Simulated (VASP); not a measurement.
# CsAgAs (P-6m2) in VASP: relaxation of cell and atoms with PBE

Aim: the relaxation of cell and atoms of CsAgAs with PBE.

Program: VASP 6.6.1. These are calculated values, not measurements. Logs are shortened: lines on timing, memory, paths and dates and some standing lists are left out, and cuts for length are marked.

**1. The cell of the first run**

The structure is hexagonal, space group P-6m2 (No. 187). The conventional cell has a = 4.452 Å, b = 4.452 Å, c = 5.894 Å, α = 90.00°, β = 90.00°, γ = 120.00°. Cs (site symmetry -6m2) has 6 Ag at 3.91 Å and 6 As at 3.91 Å and 6 Cs at 4.45 Å within 5.1 Å. Within 3.4 Å of Ag (site symmetry -6m2) lie 3 As at 2.57 Å. As (site symmetry -6m2) has 3 Ag at 2.57 Å within 3.4 Å.

**2. Relaxation of cell and atoms, PBE**

INCAR reads:

```
ALGO = Normal
EDIFF = 1E-6
EDIFFG = -0.001
ENCUT = 600
GGA = PE
IBRION = 2
ISIF = 3
ISMEAR = -1
LASPH = T
LCHARG = F
LREAL = F
LWAVE = F
NELM = 100
NSW = 80
PREC = Accurate
SIGMA = 0.15
```

KPOINTS reads:

```
k-points
0
Gamma
  12 12 8
```

POSCAR reads:

```
CsAgAs
1.0
    4.4524837295      0.0000000000      0.0000000000
   -2.2262418647      3.8559640197      0.0000000000
    0.0000000000      0.0000000000      5.8938976707
Cs Ag As
1 1 1
Direct
    0.6666666667      0.3333333333      0.5000000000
    0.0000000000      0.0000000000      0.0000000000
    0.3333333333      0.6666666667      0.0000000000
```

Potentials or basis: VASP PAW PBE potentials, release 64 (Cs_sv, Ag, As).

The run is started by

```bash
$ cat potpaw_PBE.64/Cs_sv/POTCAR potpaw_PBE.64/Ag/POTCAR potpaw_PBE.64/As/POTCAR > POTCAR
$ mpirun -np 1 vasp_std > vasp.out
```

OUTCAR:

```text
EDIFF = 1E-6
   EDIFFG = -0.001
   ENCUT = 600
   GGA = PE
   IBRION = 2
   ISIF = 3
   ISMEAR = -1
   LASPH = T
   LREAL = F
   NELM = 100
   NSW = 80
   PREC = Accurate

 ion  position               nearest neighbor table
   1  0.667  0.333  0.500-
   2  0.000  0.000  0.000-   3 2.57   3 2.57   3 2.57
   3  0.333  0.667  0.000-   2 2.57   2 2.57   2 2.57

  LATTYP: Found a hexagonal cell.
 ALAT       =     4.4524837295
 C/A-ratio  =     1.3237325567

  Lattice vectors:

 A1 = (   4.4524837295,   0.0000000000,   0.0000000000)
 A2 = (  -2.2262418647,   3.8559640197,   0.0000000000)
 A3 = (   0.0000000000,   0.0000000000,   5.8938976707)

Analysis of symmetry for initial positions (statically):
=====================================================================
 Subroutine PRICEL returns:
 Original cell was already a primitive cell.

 Routine SETGRP: Setting up the symmetry group for a
 hexagonal supercell.

 Subroutine GETGRP returns: Found 12 space group operations
 (whereof 12 operations were pure point group operations)
 out of a pool of 24 trial point group operations.

The static configuration has the point symmetry D_3h.

Analysis of symmetry for dynamics (positions and initial velocities):
=====================================================================
 Subroutine PRICEL returns:
 Original cell was already a primitive cell.

 Routine SETGRP: Setting up the symmetry group for a
 hexagonal supercell.

 Subroutine GETGRP returns: Found 12 space group operations
 (whereof 12 operations were pure point group operations)
 out of a pool of 24 trial point group operations.

The dynamic configuration has the point symmetry D_3h.

 Subroutine INISYM returns: Found 12 space group operations
 (whereof 12 operations are pure point group operations),
 and found     1 'primitive' translations

----------------------------------------------------------------------------------------

                                     Primitive cell

  volume of cell :     101.1901

  direct lattice vectors                    reciprocal lattice vectors
     4.452483729  0.000000000  0.000000000     0.224593746  0.129669260  0.000000000
    -2.226241865  3.855964020  0.000000000     0.000000000  0.259338519  0.000000000
     0.000000000  0.000000000  5.893897671     0.000000000  0.000000000  0.169667011

  length of vectors
     4.452483729  4.452483729  5.893897671     0.259338519  0.259338519  0.169667011

  position of ions in fractional coordinates (direct lattice)
     0.666666667  0.333333333  0.500000000
     0.000000000  0.000000000  0.000000000
     0.333333333  0.666666667  0.000000000

  ion indices of the primitive-cell ions
   primitive index   ion index
                 1           1
                 2           2
                 3           3

----------------------------------------------------------------------------------------

 KPOINTS: k-points

Automatic generation of k-mesh.
 Grid dimensions read from file:
 generate k-points for:   12   12    8

 Generating k-lattice:

  Cartesian coordinates                     Fractional coordinates (reciprocal lattice)
     0.018716146  0.010805772  0.000000000     0.083333333  0.000000000  0.000000000
     0.000000000  0.021611543  0.000000000     0.000000000  0.083333333  0.000000000
     0.000000000  0.000000000  0.021208376     0.000000000  0.000000000  0.125000000

  Length of vectors
     0.021611543  0.021611543  0.021208376

  Shift w.r.t. Gamma in fractional coordinates (k-lattice)
     0.000000000  0.000000000  0.000000000

 Subroutine IBZKPT returns following result:
 ===========================================

 Found     95 irreducible k-points:

 Following reciprocal coordinates:
            Coordinates               Weight
  0.000000  0.000000  0.000000      1.000000
  0.083333  0.000000  0.000000      6.000000
  0.166667  0.000000  0.000000      6.000000
  0.250000  0.000000  0.000000      6.000000
  0.333333  0.000000  0.000000      6.000000
  0.416667  0.000000  0.000000      6.000000
[... 16 lines left out ...]
  0.250000  0.000000  0.125000     12.000000
  0.333333  0.000000  0.125000     12.000000
 [... further k-points ...]
   k-points           NKPTS =     95   k-points in BZ     NKDIM =     95   number of bands    NBANDS=     16
   number of dos      NEDOS =    301   number of ions     NIONS =      3
   total plane-waves  NPLWV =  62208
   dimension x,y,z NGX =    36 NGY =   36 NGZ =   48
   dimension x,y,z NGXF=    72 NGYF=   72 NGZF=   96
   ions per type =               1   1   1
   NGX,Y,Z   is equivalent  to a cutoff of  13.44, 13.44, 13.54 a.u.
   NGXF,Y,Z  is equivalent  to a cutoff of  26.88, 26.88, 27.08 a.u.
 SYSTEM =  unknown system
   PREC   = accura    normal or accurate (medium, high low for compatibility)
   ISTART =      0    job   : 0-new  1-cont  2-samecut
   ICHARG =      2    charge: 1-file 2-atom 10-const
   ISPIN  =      1    spin polarized calculation?
   LNONCOLLINEAR =      F non collinear calculations
   LSORBIT =      F    spin-orbit coupling
   LASPH  =      T    aspherical Exc in radial PAW
   ENCUT  =  600.0 eV  44.10 Ry    6.64 a.u.   8.89  8.89 11.77*2*pi/ulx,y,z
   NELM   =    100;   NELMIN=  2; NELMDL= -5     # of ELM steps
   EDIFF  = 0.1E-05   stopping-criterion for ELM
   LREAL  =      F    real-space projection
   EDIFFG = -.1E-02   stopping-criterion for IOM
   NSW    =     80    number of steps for IOM
   IBRION =      2    ionic relax: 0-MD 1-quasi-New 2-CG
   NFREE  =      1    steps in history (QN), initial steepest desc. (CG)
   ISIF   =      3    stress and relaxation
   ISYM   =      2    0-nonsym 1-usesym 2-fastsym
   POTIM  = 0.5000    time-step for ionic-motion
   TEBEG  =    0.0;   TEEND  =   0.0 temperature during run
   PSTRESS=    0.0 pullay stress
   NELECT =      25.0000    total number of electrons
   NUPDOWN=      -1.0000    fix difference up-down
   EMIN   =  10.00;   EMAX   =-10.00  energy-range for DOS
   EFERMI =   0.00;   METHOD = LEGACY
   ISMEAR =    -1;   SIGMA  =   0.15  broadening in eV -4-tet -1-fermi 0-gaus
   EFERMI_NEDOS =   21; number of points for ismear=-14 and -15
   IALGO  =     38    algorithm
   IMIX   =      4    mixing-type and parameters
     AMIX     =   0.40;   BMIX     =  1.00
     AMIX_MAG =   1.60;   BMIX_MAG =  1.00
  volume/ion in A,a.u.               =      33.73       227.62
  Fermi-wavevector in a.u.,A,eV,Ry     =   1.027249  1.941218 14.357406  1.055240
  Thomas-Fermi vector in A             =   2.161184
   LORBIT       =      0    0 simple, 1 ext, 2 COOP (PROOUT), +10 PAW based schemes
   GGA     = PE    functional components
   LHFCALC =     F    Hartree Fock is set to
   AEXX    =    0.0000 exact exchange contribution
   IVDW    =     0    specifies the selected vdW correction
   LEPSILON=     F    determine dielectric tensor
   LRPA    =     F    only Hartree local field effects (RPA)
 conjugate gradient relaxation of ions
 non-spin polarized calculation
  energy-cutoff  :      600.00
  volume of cell :      101.19
 maximum number of plane-waves:      3407
 NGX is ok and might be reduce to    36
   NGX = 17   NGY = 17   NGZ = 23

--------------------------------------- Ionic step        1  -------------------------------------------

 number of electron      24.9999999 magnetization

 Free energy of the ion-electron system (eV)
  ---------------------------------------------------
  ext. energy  EPLUGINS =         0.00000000
  ---------------------------------------------------
  free energy    TOTEN  =        -8.84718966 eV

  energy without entropy =       -8.69575206  energy(sigma->0) =       -8.77147086

------------------------ aborting loop because EDIFF is reached ----------------------------------------

  FORCE on cell =-STRESS in cart. coord.  units (eV):
  Direction    XX          YY          ZZ          XY          YZ          ZX
  --------------------------------------------------------------------------------------
  -------------------------------------------------------------------------------------
  Total        0.2109965      0.2109965     -0.0385863      0.0000000     -0.0000000      0.0000000
  in kB        3.3407801      3.3407801     -0.6109495      0.0000000     -0.0000000      0.0000000
  external PRESSURE =       2.0235369 kB  Pullay stress =       0.0000000 kB
[... 92 lines left out ...]
  FREE ENERGIE OF THE ION-ELECTRON SYSTEM (eV)
  ---------------------------------------------------
  free  energy   TOTEN  =        -8.8480017338 eV

  energy  without entropy=       -8.6944055219  energy(sigma->0) =       -8.77120363

[... ionic steps 4 to 12 ...]

--------------------------------------- Ionic step       13  -------------------------------------------

 number of electron      24.9999998 magnetization

------------------------ aborting loop because EDIFF is reached ----------------------------------------

  FORCE on cell =-STRESS in cart. coord.  units (eV):
  Direction    XX          YY          ZZ          XY          YZ          ZX
  --------------------------------------------------------------------------------------
  -------------------------------------------------------------------------------------
  Total       -0.0065871     -0.0065871     -0.0055535     -0.0000000      0.0000000      0.0000000
  in kB       -0.1038116     -0.1038116     -0.0875218     -0.0000000      0.0000000      0.0000000
  external PRESSURE =      -0.0983816 kB  Pullay stress =       0.0000000 kB
[... 59 lines left out ...]
  energy  without entropy=       -8.6940372878  energy(sigma->0) =       -8.77106836

--------------------------------------- Ionic step       15  -------------------------------------------

 number of electron      24.9999998 magnetization

 Free energy of the ion-electron system (eV)
  ---------------------------------------------------
  ext. energy  EPLUGINS =         0.00000000
  ---------------------------------------------------
  free energy    TOTEN  =        -8.84809929 eV

  energy without entropy =       -8.69406708  energy(sigma->0) =       -8.77108319

 E-fermi :   2.5726     XC(G=0):  -8.6067

 val. band max:        2.5698120031   @ k =   0.3333   0.2500   0.5000
 cond. band min:       2.5791426900   @ k =   0.0833   0.0833   0.3750
 fundamental gap:      0.0093306869
 Fermi energy:         2.5726227295

 k-point     1 :       0.0000    0.0000    0.0000
  band No.  band energies     occupation
      1     -19.3009      2.00000
      2      -7.5863      2.00000
      3      -6.1519      2.00000
      4      -5.9055      2.00000
      5      -5.9055      2.00000
      6      -2.2575      2.00000
[... 8 lines left out ...]
     15       4.9582      0.00000
     16       7.5787      0.00000
[... 420 lines left out ...]
  band No.  band energies     occupation
      1     -19.2564      2.00000
      2      -7.3949      2.00000
      3      -6.2825      2.00000
      4      -6.0200      2.00000
      5      -6.0004      2.00000
      6      -2.0736      2.00000
[... 8 lines left out ...]
     15       5.9818      0.00000
     16       6.7191      0.00000

 [... further k-points ...]

------------------------ aborting loop because EDIFF is reached ----------------------------------------

  FORCE on cell =-STRESS in cart. coord.  units (eV):
  Direction    XX          YY          ZZ          XY          YZ          ZX
  --------------------------------------------------------------------------------------
  -------------------------------------------------------------------------------------
  Total       -0.0006907     -0.0006907      0.0005529     -0.0000000     -0.0000000      0.0000000
  in kB       -0.0108871     -0.0108871      0.0087147     -0.0000000     -0.0000000      0.0000000
  external PRESSURE =      -0.0043532 kB  Pullay stress =       0.0000000 kB
[... 18 lines left out ...]
  FREE ENERGIE OF THE ION-ELECTRON SYSTEM (eV)
  ---------------------------------------------------
  free  energy   TOTEN  =        -8.8480992941 eV

  energy  without entropy=       -8.6940670807  energy(sigma->0) =       -8.77108319

 reached required accuracy - stopping structural energy minimisation
```

Wall time 12 min (1 thread of Intel Xeon Platinum 8488C (Sapphire Rapids), shared host); peak memory 0.43 GiB.

What came out:

* Free energy: -8.8481 eV
* Relaxed volume: 33.88 Å³/atom
* Relaxed cell: a = 4.470 Å, b = 4.470 Å, c = 5.873 Å, α = 90.00°, β = 90.00°, γ = 120.00°
* Space group after relaxing (to 0.1 Å): P-6m2 (No. 187)
* Energy gained by relaxing: 0.3 meV/atom
* Ionic steps: 15
* Pressure after relaxing: 0.0 GPa
* Band gap on the k mesh: zero (an odd number of electrons rules out a gap without spin polarisation)

Step by step:
```
step  energy change (eV)  largest force (eV/Å)  pressure (GPa)  volume (Å³)
   1              0.0000                0.0000            0.20       101.19
   2             -0.0008                0.0000           -0.01       101.81
   3             -0.0008                0.0000           -0.06       101.91
   4             -0.0008                0.0000           -0.04       101.88
   5             -0.0009                0.0000            0.01       101.78
   6             -0.0009                0.0000            0.00       101.74
   7             -0.0009                0.0000            0.02       101.67
   8             -0.0009                0.0000            0.00       101.66
   9             -0.0009                0.0000           -0.01       101.65
  10             -0.0009                0.0000            0.01       101.61
  11             -0.0009                0.0000            0.01       101.62
  12             -0.0009                0.0000            0.01       101.63
  13             -0.0009                0.0000           -0.01       101.66
  14             -0.0009                0.0000           -0.01       101.65
  15             -0.0009                0.0000            0.00       101.64
```

Final structure:
```cif
data_structure
_symmetry_space_group_name_H-M 'P 1'
_symmetry_Int_Tables_number 1
_cell_length_a 4.4705
_cell_length_b 4.4705
_cell_length_c 5.8727
_cell_angle_alpha 90.000
_cell_angle_beta 90.000
_cell_angle_gamma 120.000
_cell_volume 101.64
loop_
_atom_site_label
_atom_site_type_symbol
_atom_site_fract_x
_atom_site_fract_y
_atom_site_fract_z
_atom_site_occupancy
Cs1 Cs 0.66667 0.33333 0.50000 1
Ag1 Ag 0.00000 0.00000 0.00000 1
As1 As 0.33333 0.66667 0.00000 1
```

Caveat: spin-orbit coupling is left out, which moves the levels of the heavy elements.
